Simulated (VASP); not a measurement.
# MnSe (Fm-3m) in VASP: a series of runs

MnSe is run at these levels: LDA+U; tasks: single point.

Program: VASP 6.6.1. These are calculated values, not measurements. Logs are shortened: lines on timing, memory, paths and dates and some standing lists are left out, and cuts for length are marked.

## (1) The cell of the first run

Symmetry: Fm-3m, No. 225, cubic system. The conventional cell has a = 5.440 Å, b = 5.440 Å, c = 5.440 Å, α = 90.00°, β = 90.00°, γ = 90.00°. Within 3.6 Å of Mn (site symmetry m-3m) lie 6 Se at 2.72 Å. Within 3.6 Å of Se (site symmetry m-3m) lie 6 Mn at 2.72 Å.

## (2) Single point, LDA+U, collinear spin, ferromagnetic start

Input file INCAR:

```
ALGO = Normal
EDIFF = 1E-6
ENCUT = 520
GGA = CA
ISIF = 2
ISMEAR = -1
ISPIN = 2
LASPH = True
LCHARG = False
LDAU = True
LDAUJ = 0 0
LDAUL = 2 -1
LDAUPRINT = 1
LDAUTYPE = 2
LDAUU = 2 0
LMAXMIX = 4
LORBIT = 11
LREAL = False
LWAVE = False
MAGMOM = 2.8 0
NBANDS = 20
NELM = 150
PREC = Accurate
SIGMA = 0.05
```

Input file KPOINTS:

```
k-points
0
Gamma
  11 11 11
```

Input file POSCAR:

```
MnSe
1.0
    0.0000000000      2.7200000000      2.7200000000
    2.7200000000      0.0000000000      2.7200000000
    2.7200000000      2.7200000000      0.0000000000
Mn Se
1 1
Direct
    0.0000000000      0.0000000000      0.0000000000
    0.5000000000      0.5000000000      0.5000000000
```

Potentials or basis: VASP PAW LDA potentials, release 64 (Mn_pv, Se).

Started as:

```console
cat potpaw_LDA.64/Mn_pv/POTCAR potpaw_LDA.64/Se/POTCAR > POTCAR
mpirun -np 1 vasp_std > vasp.out
```

OUTCAR:

```text
EDIFF = 1E-6
   ENCUT = 520
   GGA = CA
   ISIF = 2
   ISMEAR = -1
   ISPIN = 2
   LASPH = True
   LORBIT = 11
   LREAL = False
   NELM = 150
   PREC = Accurate

 ion  position               nearest neighbor table
   1  0.000  0.000  0.000-   2 2.72   2 2.72   2 2.72   2 2.72   2 2.72   2 2.72
   2  0.500  0.500  0.500-   1 2.72   1 2.72   1 2.72   1 2.72   1 2.72   1 2.72

  LATTYP: Found a face centered cubic cell.
 ALAT       =     5.4400000000

  Lattice vectors:

 A1 = (   0.0000000000,   2.7200000000,   2.7200000000)
 A2 = (   2.7200000000,   0.0000000000,   2.7200000000)
 A3 = (   2.7200000000,   2.7200000000,   0.0000000000)

Analysis of symmetry for initial positions (statically):
=====================================================================
 Subroutine PRICEL returns:
 Original cell was already a primitive cell.

 Routine SETGRP: Setting up the symmetry group for a
 face centered cubic supercell.

 Subroutine GETGRP returns: Found 48 space group operations
 (whereof 48 operations were pure point group operations)
 out of a pool of 48 trial point group operations.

The static configuration has the point symmetry O_h .

Analysis of symmetry for dynamics (positions and initial velocities):
=====================================================================
 Subroutine PRICEL returns:
 Original cell was already a primitive cell.

 Routine SETGRP: Setting up the symmetry group for a
 face centered cubic supercell.

 Subroutine GETGRP returns: Found 48 space group operations
 (whereof 48 operations were pure point group operations)
 out of a pool of 48 trial point group operations.

The dynamic configuration has the point symmetry O_h .

Analysis of structural, dynamic, and magnetic symmetry:
=====================================================================
 Subroutine PRICEL returns:
 Original cell was already a primitive cell.

 Routine SETGRP: Setting up the symmetry group for a
 face centered cubic supercell.

 Subroutine GETGRP returns: Found 48 space group operations
 (whereof 48 operations were pure point group operations)
 out of a pool of 48 trial point group operations.

The overall configuration has the point symmetry O_h .

 Subroutine INISYM returns: Found 48 space group operations
 (whereof 48 operations are pure point group operations),
 and found     1 'primitive' translations

----------------------------------------------------------------------------------------

                                     Primitive cell

  volume of cell :      40.2473

  direct lattice vectors                    reciprocal lattice vectors
     0.000000000  2.720000000  2.720000000    -0.183823529  0.183823529  0.183823529
     2.720000000  0.000000000  2.720000000     0.183823529 -0.183823529  0.183823529
     2.720000000  2.720000000  0.000000000     0.183823529  0.183823529 -0.183823529

  length of vectors
     3.846660890  3.846660890  3.846660890     0.318391693  0.318391693  0.318391693

  position of ions in fractional coordinates (direct lattice)
     0.000000000  0.000000000  0.000000000
     0.500000000  0.500000000  0.500000000

  ion indices of the primitive-cell ions
   primitive index   ion index
                 1           1
                 2           2

----------------------------------------------------------------------------------------

 KPOINTS: k-points

[... 64 lines left out ...]
   LASPH  =      T    aspherical Exc in radial PAW
   ENCUT  =  520.0 eV  38.22 Ry    6.18 a.u.   7.15  7.15  7.15*2*pi/ulx,y,z
   NELM   =    150;   NELMIN=  2; NELMDL= -5     # of ELM steps
   EDIFF  = 0.1E-05   stopping-criterion for ELM
   LREAL  =      F    real-space projection
   EDIFFG = 0.1E-04   stopping-criterion for IOM
   NSW    =      0    number of steps for IOM
   IBRION =     -1    ionic relax: 0-MD 1-quasi-New 2-CG
   NFREE  =      0    steps in history (QN), initial steepest desc. (CG)
   ISIF   =      2    stress and relaxation
   ISYM   =      2    0-nonsym 1-usesym 2-fastsym
   POTIM  = 0.5000    time-step for ionic-motion
   TEBEG  =    0.0;   TEEND  =   0.0 temperature during run
   PSTRESS=    0.0 pullay stress
   NELECT =      19.0000    total number of electrons
   NUPDOWN=      -1.0000    fix difference up-down
   EMIN   =  10.00;   EMAX   =-10.00  energy-range for DOS
   EFERMI =   0.00;   METHOD = LEGACY
   ISMEAR =    -1;   SIGMA  =   0.05  broadening in eV -4-tet -1-fermi 0-gaus
   EFERMI_NEDOS =   21; number of points for ismear=-14 and -15
   IALGO  =     38    algorithm
   IMIX   =      4    mixing-type and parameters
     AMIX     =   0.40;   BMIX     =  1.00
     AMIX_MAG =   1.60;   BMIX_MAG =  1.00
  volume/ion in A,a.u.               =      20.12       135.80
  Fermi-wavevector in a.u.,A,eV,Ry     =   1.274717  2.408866 22.108155  1.624904
  Thomas-Fermi vector in A             =   2.407469
   LORBIT       =     11    0 simple, 1 ext, 2 COOP (PROOUT), +10 PAW based schemes
 LDA+U is selected, type is set to LDAUTYPE =  2
   angular momentum for each species LDAUL =     2   -1
   U (eV)           for each species LDAUU =   2.0  0.0
   J (eV)           for each species LDAUJ =   0.0  0.0
   GGA     = CA    functional components
   LHFCALC =     F    Hartree Fock is set to
   AEXX    =    0.0000 exact exchange contribution
   IVDW    =     0    specifies the selected vdW correction
   LEPSILON=     F    determine dielectric tensor
   LRPA    =     F    only Hartree local field effects (RPA)
 spin polarized calculation
  energy-cutoff  :      520.00
  volume of cell :       40.25
 maximum number of plane-waves:      1096
 NGX is ok and might be reduce to    30
   NGX = 15   NGY = 15   NGZ = 15

atom =   1  type =  1  l = 2

 onsite density matrix

spin component  1

  0.9230 -0.0000  0.0000 -0.0000 -0.0000
 -0.0000  0.9230  0.0000  0.0000 -0.0000
  0.0000  0.0000  0.9348  0.0000 -0.0000
 -0.0000  0.0000  0.0000  0.9230  0.0000
 -0.0000 -0.0000 -0.0000  0.0000  0.9348

spin component  2

  0.0301  0.0000  0.0000 -0.0000  0.0000
  0.0000  0.0301 -0.0000  0.0000 -0.0000
  0.0000 -0.0000  0.1026 -0.0000  0.0000
 -0.0000  0.0000 -0.0000  0.0301  0.0000
  0.0000 -0.0000  0.0000  0.0000  0.1026

 occupancies and eigenvectors

  o =  0.0301  v =  0.0000  0.0000  0.0000  0.0000  0.0000 -0.0028  0.9999  0.0000 -0.0131  0.0000      0.0000  0.0000  0.0000  0.0000  0.0000  0.0000  0.0000  0.0000  0.0000  0.0000
  o =  0.0301  v =  0.0000  0.0000  0.0000  0.0000  0.0000  1.0000  0.0029 -0.0000  0.0076 -0.0000      0.0000  0.0000  0.0000  0.0000  0.0000  0.0000  0.0000  0.0000  0.0000  0.0000
  o =  0.0301  v =  0.0000  0.0000  0.0000  0.0000  0.0000  0.0076 -0.0131  0.0000 -0.9999  0.0000      0.0000  0.0000  0.0000  0.0000  0.0000  0.0000  0.0000  0.0000  0.0000  0.0000
  o =  0.1026  v =  0.0000  0.0000  0.0000  0.0000  0.0000 -0.0000  0.0000 -0.9981 -0.0000  0.0611      0.0000  0.0000  0.0000  0.0000  0.0000  0.0000  0.0000  0.0000  0.0000  0.0000
  o =  0.1026  v =  0.0000  0.0000  0.0000  0.0000  0.0000  0.0000 -0.0000  0.0611  0.0000  0.9981      0.0000  0.0000  0.0000  0.0000  0.0000  0.0000  0.0000  0.0000  0.0000  0.0000
  o =  0.9230  v =  0.0000  0.4878 -0.0000  0.8729  0.0000  0.0000  0.0000  0.0000  0.0000  0.0000      0.0000  0.0000  0.0000  0.0000  0.0000  0.0000  0.0000  0.0000  0.0000  0.0000
  o =  0.9230  v =  0.0000  0.8729  0.0000 -0.4878  0.0000  0.0000  0.0000  0.0000  0.0000  0.0000      0.0000  0.0000  0.0000  0.0000  0.0000  0.0000  0.0000  0.0000  0.0000  0.0000
  o =  0.9230  v =  1.0000  0.0000  0.0000  0.0000  0.0000  0.0000  0.0000  0.0000  0.0000  0.0000      0.0000  0.0000  0.0000  0.0000  0.0000  0.0000  0.0000  0.0000  0.0000  0.0000
  o =  0.9348  v =  0.0000 -0.0000  0.1244 -0.0000  0.9922  0.0000  0.0000  0.0000  0.0000  0.0000      0.0000  0.0000  0.0000  0.0000  0.0000  0.0000  0.0000  0.0000  0.0000  0.0000
  o =  0.9348  v =  0.0000 -0.0000  0.9922  0.0000 -0.1244  0.0000  0.0000  0.0000  0.0000  0.0000      0.0000  0.0000  0.0000  0.0000  0.0000  0.0000  0.0000  0.0000  0.0000  0.0000

 number of electron      19.0000012 magnetization       4.9060513

 Free energy of the ion-electron system (eV)
  ---------------------------------------------------
  ext. energy  EPLUGINS =         0.00000000
  ---------------------------------------------------
  free energy    TOTEN  =       -13.35807589 eV

  energy without entropy =      -13.35363434  energy(sigma->0) =      -13.35585511

 E-fermi :   5.6224     XC(G=0): -10.6467

 val. band max:        5.5877194958   @ k =  -0.1818   0.1818   0.0000
 cond. band min:       5.6303569351   @ k =   0.2727   0.2727   0.0000
 fundamental gap:      0.0426374393
 Fermi energy:         5.6224123382

 spin component 1

 k-point     1 :       0.0000    0.0000    0.0000
  band No.  band energies     occupation
      1     -44.8537      1.00000
      2     -44.8537      1.00000
      3     -44.8537      1.00000
      4      -8.8503      1.00000
      5       1.3712      1.00000
      6       1.3712      1.00000
[... 1097 lines left out ...]
     19      18.7279      0.00000
     20      20.8590      0.00000

 [... further k-points ...]

------------------------ aborting loop because EDIFF is reached ----------------------------------------

  FORCE on cell =-STRESS in cart. coord.  units (eV):
  Direction    XX          YY          ZZ          XY          YZ          ZX
  --------------------------------------------------------------------------------------
  -------------------------------------------------------------------------------------
  Total       -1.0565799     -1.0565799     -1.0565799      0.0000000      0.0000000      0.0000000
  in kB      -42.0606750    -42.0606750    -42.0606750      0.0000000      0.0000000      0.0000000
  external PRESSURE =     -42.0606750 kB  Pullay stress =       0.0000000 kB

 VOLUME and BASIS-vectors are now :
 -----------------------------------------------------------------------------
  energy-cutoff  :      520.00
  volume of cell :       40.25
      direct lattice vectors                 reciprocal lattice vectors
     0.000000000  2.720000000  2.720000000    -0.183823529  0.183823529  0.183823529
     2.720000000  0.000000000  2.720000000     0.183823529 -0.183823529  0.183823529
     2.720000000  2.720000000  0.000000000     0.183823529  0.183823529 -0.183823529

 POSITION                                       TOTAL-FORCE (eV/Angst)
 -----------------------------------------------------------------------------------
      0.00000      0.00000      0.00000         0.000000     -0.000000      0.000000
      2.72000      2.72000      2.72000        -0.000000      0.000000     -0.000000
 -----------------------------------------------------------------------------------
    total drift:                               -0.000000      0.000000      0.000000

  FREE ENERGIE OF THE ION-ELECTRON SYSTEM (eV)
  ---------------------------------------------------
  free  energy   TOTEN  =       -13.3580758905 eV

  energy  without entropy=      -13.3536343387  energy(sigma->0) =      -13.35585511

 total charge

# of ion       s       p       d       tot
------------------------------------------
    1        0.231   6.163   4.918  11.312
    2        1.449   2.417   0.027   3.893
--------------------------------------------------
tot          1.681   8.579   4.945  15.205

 magnetization (x)

# of ion       s       p       d       tot
------------------------------------------
    1        0.048   0.037   4.332   4.417
    2        0.021   0.086   0.014   0.121
--------------------------------------------------
tot          0.069   0.123   4.346   4.539
```

Wall time 86 s (1 thread of Intel Xeon Platinum 8259CL at 2.50GHz (Skylake/Cascade Lake), shared host); peak memory 0.2 GiB.

Results:

```
Free energy                                           : -13.3581 eV
Pressure                                              : -4.2 GPa
Net moment                                            : 4.91 μB per cell
Site moments                                          : Mn +4.42; Se +0.12 μB
Valence electrons inside the program's atomic spheres : Mn 11.31; Se 3.89
```

Eigenvalues of the final occupation matrices:
```csv
site,spin,trace,eigenvalues
site 1 d,1,4.64,0.92 0.92 0.92 0.93 0.93
site 1 d,2,0.30,0.03 0.03 0.03 0.10 0.10
```

Caveat: a cell with one magnetic atom can't hold antiferromagnetic order, which such compounds often take.

(Continued in part 2 of 2.)
